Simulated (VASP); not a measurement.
# Ge2F (P6/mmm) in VASP: further runs

Ge2F is run at these levels: PBE; tasks: single point, relaxation of cell and atoms.

All numbers are computed with VASP 6.6.1; they aren't measurements. Logs are shortened: lines on timing, memory, paths and dates and some standing lists are left out, and cuts for length are marked.

### 1 The cell of the first run

Symmetry: P6/mmm, No. 191, hexagonal system. Conventional cell: a = 3.537 Å, b = 3.537 Å, c = 3.920 Å, α = 90.00°, β = 90.00°, γ = 120.00°. Within 2.7 Å of Ge (site symmetry -6m2) lie 3 Ge at 2.04 Å. Within 3.7 Å of F (site symmetry 6/mmm) lie 12 Ge at 2.83 Å and 6 F at 3.54 Å.

### 2 Single point, PBE

The input, INCAR:

```
PREC = Accurate ; ENCUT = 520
EDIFF = 1E-6 ; ISMEAR = 0
SIGMA = 0.1 ; LREAL = False
LASPH = True ; NELM = 80
ALGO = Normal ; ISIF = 2
LWAVE = False ; LCHARG = True
GGA = PE ; LELF = True
LVHAR = True ; NBANDS = 24
```

The input, KPOINTS:

```
Automatic mesh
0
Gamma
  6 6 4
```

The input, POSCAR:

```
Ge2F
1.0
    3.5373951200      0.0000000000      0.0000000000
   -1.7686975600      3.0634740400      0.0000000000
    0.0000000000      0.0000000000      3.9204250800
Ge F
2 1
Direct
    0.3333333300      0.6666666700      0.5000000000
    0.6666666700      0.3333333300      0.5000000000
    0.0000000000      0.0000000000      0.0000000000
```

Potentials or basis: VASP PAW PBE potentials, release 64 (Ge_d, F).

Command:

```bash
$ cat potpaw_PBE.64/Ge_d/POTCAR potpaw_PBE.64/F/POTCAR > POTCAR
$ mpirun -np 1 vasp_std > vasp.out
```

OUTCAR:

```text
PREC = Accurate
   ENCUT = 520
   EDIFF = 1E-6
   ISMEAR = 0
   LREAL = False
   LASPH = True
   NELM = 80
   ISIF = 2
   GGA = PE

 ion  position               nearest neighbor table
   1  0.333  0.667  0.500-   2 2.04   2 2.04   2 2.04
   2  0.667  0.333  0.500-   1 2.04   1 2.04   1 2.04
   3  0.000  0.000  0.000-

  LATTYP: Found a hexagonal cell.
 ALAT       =     3.5373951200
 C/A-ratio  =     1.1082802308

  Lattice vectors:

 A1 = (   3.5373951200,   0.0000000000,   0.0000000000)
 A2 = (  -1.7686975600,   3.0634740400,   0.0000000000)
 A3 = (   0.0000000000,   0.0000000000,   3.9204250800)

Analysis of symmetry for initial positions (statically):
=====================================================================
 Subroutine PRICEL returns:
 Original cell was already a primitive cell.

 Routine SETGRP: Setting up the symmetry group for a
 hexagonal supercell.

 Subroutine GETGRP returns: Found 24 space group operations
 (whereof 24 operations were pure point group operations)
 out of a pool of 24 trial point group operations.

The static configuration has the point symmetry D_6h.

Analysis of symmetry for dynamics (positions and initial velocities):
=====================================================================
 Subroutine PRICEL returns:
 Original cell was already a primitive cell.

 Routine SETGRP: Setting up the symmetry group for a
 hexagonal supercell.

 Subroutine GETGRP returns: Found 24 space group operations
 (whereof 24 operations were pure point group operations)
 out of a pool of 24 trial point group operations.

The dynamic configuration has the point symmetry D_6h.

 Subroutine INISYM returns: Found 24 space group operations
 (whereof 24 operations are pure point group operations),
 and found     1 'primitive' translations

----------------------------------------------------------------------------------------

                                     Primitive cell

  volume of cell :      42.4845

  direct lattice vectors                    reciprocal lattice vectors
     3.537395120  0.000000000  0.000000000     0.282693894  0.163213395  0.000000000
    -1.768697560  3.063474040  0.000000000     0.000000000  0.326426791  0.000000000
     0.000000000  0.000000000  3.920425080     0.000000000  0.000000000  0.255074381

  length of vectors
     3.537395120  3.537395122  3.920425080     0.326426791  0.326426791  0.255074381

  position of ions in fractional coordinates (direct lattice)
     0.333333330  0.666666670  0.500000000
     0.666666670  0.333333330  0.500000000
     0.000000000  0.000000000  0.000000000

  ion indices of the primitive-cell ions
   primitive index   ion index
                 1           1
                 2           2
                 3           3

----------------------------------------------------------------------------------------

 KPOINTS: Automatic mesh

Automatic generation of k-mesh.
 Grid dimensions read from file:
 generate k-points for:    6    6    4

 Generating k-lattice:

  Cartesian coordinates                     Fractional coordinates (reciprocal lattice)
     0.047115649  0.027202233  0.000000000     0.166666667  0.000000000  0.000000000
     0.000000000  0.054404465  0.000000000     0.000000000  0.166666667  0.000000000
     0.000000000  0.000000000  0.063768595     0.000000000  0.000000000  0.250000000

  Length of vectors
     0.054404465  0.054404465  0.063768595

  Shift w.r.t. Gamma in fractional coordinates (k-lattice)
     0.000000000  0.000000000  0.000000000

 Subroutine IBZKPT returns following result:
 ===========================================

 Found     21 irreducible k-points:

 Following reciprocal coordinates:
            Coordinates               Weight
  0.000000  0.000000  0.000000      1.000000
  0.166667  0.000000  0.000000      6.000000
  0.333333  0.000000  0.000000      6.000000
  0.500000  0.000000  0.000000      3.000000
  0.166667  0.166667  0.000000      6.000000
  0.333333  0.166667  0.000000     12.000000
[... 13 lines left out ...]
  0.333333  0.166667  0.500000     12.000000
  0.333333  0.333333  0.500000      2.000000
   k-points           NKPTS =     21   k-points in BZ     NKDIM =     21   number of bands    NBANDS=     24
   number of dos      NEDOS =    301   number of ions     NIONS =      3
   total plane-waves  NPLWV =  23520
   dimension x,y,z NGX =    28 NGY =   28 NGZ =   30
   dimension x,y,z NGXF=    56 NGYF=   56 NGZF=   60
   ions per type =               2   1
   NGX,Y,Z   is equivalent  to a cutoff of  13.16, 13.16, 12.72 a.u.
   NGXF,Y,Z  is equivalent  to a cutoff of  26.32, 26.32, 25.44 a.u.
 SYSTEM =  unknown system
   PREC   = accura    normal or accurate (medium, high low for compatibility)
   ISTART =      0    job   : 0-new  1-cont  2-samecut
   ICHARG =      2    charge: 1-file 2-atom 10-const
   ISPIN  =      1    spin polarized calculation?
   LNONCOLLINEAR =      F non collinear calculations
   LSORBIT =      F    spin-orbit coupling
   LASPH  =      T    aspherical Exc in radial PAW
   ENCUT  =  520.0 eV  38.22 Ry    6.18 a.u.   6.58  6.58  7.29*2*pi/ulx,y,z
   NELM   =     80;   NELMIN=  2; NELMDL= -5     # of ELM steps
   EDIFF  = 0.1E-05   stopping-criterion for ELM
   LREAL  =      F    real-space projection
   EDIFFG = 0.1E-04   stopping-criterion for IOM
   NSW    =      0    number of steps for IOM
   IBRION =     -1    ionic relax: 0-MD 1-quasi-New 2-CG
   NFREE  =      0    steps in history (QN), initial steepest desc. (CG)
   ISIF   =      2    stress and relaxation
   ISYM   =      2    0-nonsym 1-usesym 2-fastsym
   POTIM  = 0.5000    time-step for ionic-motion
   TEBEG  =    0.0;   TEEND  =   0.0 temperature during run
   PSTRESS=    0.0 pullay stress
   NELECT =      35.0000    total number of electrons
   NUPDOWN=      -1.0000    fix difference up-down
   EMIN   =  10.00;   EMAX   =-10.00  energy-range for DOS
   EFERMI =   0.00;   METHOD = LEGACY
   ISMEAR =     0;   SIGMA  =   0.10  broadening in eV -4-tet -1-fermi 0-gaus
   EFERMI_NEDOS =   21; number of points for ismear=-14 and -15
   IALGO  =     38    algorithm
   IMIX   =      4    mixing-type and parameters
     AMIX     =   0.40;   BMIX     =  1.00
     AMIX_MAG =   1.60;   BMIX_MAG =  1.00
  volume/ion in A,a.u.               =      14.16        95.57
  Fermi-wavevector in a.u.,A,eV,Ry     =   1.534690  2.900143 32.045421  2.355272
  Thomas-Fermi vector in A             =   2.641582
   LORBIT       =      0    0 simple, 1 ext, 2 COOP (PROOUT), +10 PAW based schemes
   GGA     = PE    functional components
   LHFCALC =     F    Hartree Fock is set to
   AEXX    =    0.0000 exact exchange contribution
   IVDW    =     0    specifies the selected vdW correction
   LEPSILON=     F    determine dielectric tensor
   LRPA    =     F    only Hartree local field effects (RPA)
 non-spin polarized calculation
 Gauss-broadening in eV      SIGMA  =   0.10
  energy-cutoff  :      520.00
  volume of cell :       42.48
 maximum number of plane-waves:      1166
 NGX is ok and might be reduce to    28
   NGX = 13   NGY = 13   NGZ = 15

 number of electron      35.0000017 magnetization

 Free energy of the ion-electron system (eV)
  ---------------------------------------------------
  ext. energy  EPLUGINS =         0.00000000
  ---------------------------------------------------
  free energy    TOTEN  =        -8.90708811 eV

  energy without entropy =       -8.90135862  energy(sigma->0) =       -8.90422336

 E-fermi :   6.1717     XC(G=0): -11.2035

 val. band max:        6.1318928085   @ k =   0.3333   0.0000   0.0000
 cond. band min:       6.2753978134   @ k =   0.5000   0.0000   0.0000
 fundamental gap:      0.1435050049
 Fermi energy:         6.1717021370

 k-point     1 :       0.0000    0.0000    0.0000
  band No.  band energies     occupation
      1     -19.3470      2.00000
      2     -19.0912      2.00000
      3     -19.0912      2.00000
      4     -19.0854      2.00000
      5     -19.0854      2.00000
      6     -18.7007      2.00000
[... 16 lines left out ...]
     23      16.0589      0.00000
     24      17.1402      0.00000

 k-point     2 :       0.1667    0.0000    0.0000
  band No.  band energies     occupation
      1     -19.3493      2.00000
      2     -19.2081      2.00000
      3     -19.1885      2.00000
      4     -19.0995      2.00000
      5     -19.0671      2.00000
      6     -18.6405      2.00000
[... 16 lines left out ...]
     23      13.9356      0.00000
     24      19.0957      0.00000

 k-point     3 :       0.3333    0.0000    0.0000
  band No.  band energies     occupation
      1     -19.4188      2.00000
      2     -19.3511      2.00000
      3     -19.2378      2.00000
      4     -19.1255      2.00000
      5     -19.0235      2.00000
      6     -18.6989      2.00000
[... 16 lines left out ...]
     23      16.2875      0.00000
     24      17.9543      0.00000

 k-point     4 :       0.5000    0.0000    0.0000
  band No.  band energies     occupation
      1     -19.4694      2.00000
      2     -19.4050      2.00000
      3     -19.2297      2.00000
      4     -19.1376      2.00000
      5     -18.9953      2.00000
      6     -18.7343      2.00000
[... 16 lines left out ...]
     23      17.5737      0.00000
     24      19.7475      0.00000

 k-point     5 :       0.1667    0.1667    0.0000
  band No.  band energies     occupation
      1     -19.4223      2.00000
      2     -19.2650      2.00000
      3     -19.2619      2.00000
      4     -19.1253      2.00000
      5     -19.0267      2.00000
      6     -18.6902      2.00000
[... 16 lines left out ...]
     23      17.1623      0.00000
     24      17.9178      0.00000

 k-point     6 :       0.3333    0.1667    0.0000
  band No.  band energies     occupation
      1     -19.5300      2.00000
      2     -19.3191      2.00000
      3     -19.2453      2.00000
      4     -19.1515      2.00000
      5     -18.9646      2.00000
      6     -18.7606      2.00000
[... 16 lines left out ...]
     23      17.2708      0.00000
     24      17.6379      0.00000
[... 298 lines left out ...]
 k-point    18 :       0.5000    0.0000    0.5000
  band No.  band energies     occupation
      1     -19.4671      2.00000
      2     -19.4048      2.00000
      3     -19.2270      2.00000
      4     -19.1407      2.00000
      5     -19.0108      2.00000
      6     -18.7359      2.00000
[... 16 lines left out ...]
     23      20.1314      0.00000
     24      20.8424      0.00000

 k-point    19 :       0.1667    0.1667    0.5000
  band No.  band energies     occupation
      1     -19.4205      2.00000
      2     -19.2626      2.00000
      3     -19.2615      2.00000
      4     -19.1311      2.00000
      5     -19.0292      2.00000
      6     -18.6973      2.00000
[... 16 lines left out ...]
     23      17.6376      0.00000
     24      19.9468      0.00000

 k-point    20 :       0.3333    0.1667    0.5000
  band No.  band energies     occupation
      1     -19.5278      2.00000
      2     -19.3185      2.00000
      3     -19.2430      2.00000
      4     -19.1619      2.00000
      5     -18.9702      2.00000
      6     -18.7644      2.00000
[... 16 lines left out ...]
     23      20.6703      0.00000
     24      20.7569      0.00000

 k-point    21 :       0.3333    0.3333    0.5000
  band No.  band energies     occupation
      1     -19.5849      2.00000
      2     -19.2685      2.00000
      3     -19.2685      2.00000
      4     -19.1840      2.00000
      5     -18.8652      2.00000
      6     -18.8652      2.00000
[... 16 lines left out ...]
     23      16.5327      0.00000
     24      23.0004      0.00000

------------------------ aborting loop because EDIFF is reached ----------------------------------------

  FORCE on cell =-STRESS in cart. coord.  units (eV):
  Direction    XX          YY          ZZ          XY          YZ          ZX
  --------------------------------------------------------------------------------------
  -------------------------------------------------------------------------------------
  Total       21.5763124     21.5763125      2.3706949      0.0000000      0.0000000      0.0000000
  in kB      813.6860480    813.6860495     89.4036643      0.0000000      0.0000000      0.0000000
  external PRESSURE =     572.2585872 kB  Pullay stress =       0.0000000 kB

 VOLUME and BASIS-vectors are now :
 -----------------------------------------------------------------------------
  energy-cutoff  :      520.00
  volume of cell :       42.48
      direct lattice vectors                 reciprocal lattice vectors
     3.537395120  0.000000000  0.000000000     0.282693894  0.163213395  0.000000000
    -1.768697560  3.063474040  0.000000000     0.000000000  0.326426791  0.000000000
     0.000000000  0.000000000  3.920425080     0.000000000  0.000000000  0.255074381

 POSITION                                       TOTAL-FORCE (eV/Angst)
 -----------------------------------------------------------------------------------
     -0.00000      2.04232      1.96021        -0.000000      0.000000      0.000000
      1.76870      1.02116      1.96021         0.000000     -0.000000     -0.000000
      0.00000      0.00000      0.00000         0.000000      0.000000      0.000000
 -----------------------------------------------------------------------------------
    total drift:                                0.000000      0.000000      0.000000

  FREE ENERGIE OF THE ION-ELECTRON SYSTEM (eV)
  ---------------------------------------------------
  free  energy   TOTEN  =        -8.9070881061 eV

  energy  without entropy=       -8.9013586235  energy(sigma->0) =       -8.90422336
```

Wall time 22 s (1 thread of Intel Xeon Platinum 8259CL at 2.50GHz (Skylake/Cascade Lake), shared host); peak memory 0.17 GiB.

What came out:

```
Free energy : -8.9071 eV
Pressure    : 57.2 GPa
```

Stress tensor (GPa, compression positive):
```
81.37  0.00  0.00
 0.00 81.37  0.00
 0.00  0.00  8.94
```

Levels at points of the mesh, in eV from the Fermi level:
```tsv
k point	band 14	band 15	band 16	band 17	band 18	band 19	band 20	band 21	band 22	band 23
(0.00, 0.00, 0.00)	-3.89	-3.89	-0.88	-0.88	-0.07	3.04	4.85	5.38	5.38	9.89
(0.50, 0.00, 0.00)	-4.97	-4.32	-3.73	-1.90	0.10	2.05	3.66	8.59	9.88	11.40
(0.00, 0.00, 0.50)	-3.77	-3.77	-3.44	-0.66	-0.66	3.76	4.78	4.78	7.64	10.68
(0.50, 0.00, 0.50)	-5.72	-3.98	-3.53	-3.17	0.78	0.87	3.36	10.67	11.66	13.96
```

Caveat: the k points lie up to 0.40 Å⁻¹ apart; an odd number of electrons without spin polarisation forces a metal; a magnetic or distorted state may lie lower.

(Part 1 of 2 ends here.)
